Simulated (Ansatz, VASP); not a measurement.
Be3ZnSe4 in VASP and in Ansatz

```xyz
8
Lattice="3.7473 0.0000 0.0000 -1.8736 3.2452 0.0000 0.0000 0.0000 12.4117" Properties=species:S:1:pos:R:3 pbc="T T T"
Be    1.8736    1.0817    0.1556
Be    1.8736    1.0817    6.1166
Be    0.0000    0.0000    3.1416
Zn    0.0000    0.0000    9.3858
Se    1.8736    1.0817    2.4070
Se    1.8736    1.0817    8.3522
Se    0.0000    0.0000    5.3908
Se    0.0000    0.0000   11.8425
```

Alike in both runs: task single point; functional PBE; k mesh 6 × 6 × 2; occupations gaussian, width 0.02 eV; no spin polarisation.

|  | VASP | Ansatz |
| --- | --- | --- |
| version | VASP 6.6.1 | Ansatz 0.2.0 |
| potentials or method | VASP PAW PBE potentials, release 64 (Be, Zn, Se), cutoff 520 eV | scalar-relativistic, plane waves, PAW |
| valence electrons in the cell | 42 | 82 |

|  | VASP | Ansatz | Ansatz less VASP |
| --- | --- | --- | --- |
| gap on the k mesh at the Fermi level (eV) | 2.60 | 2.61 | +0.009 |
| least direct gap on the mesh (eV) | 2.64 | 2.64 | 0.000 |

With one functional, cell and mesh, what is left measures potentials, basis and numerics. VASP's potentials hold 42 valence electrons a cell and Ansatz's 82, so a difference there can come from the potentials and not from the codes.
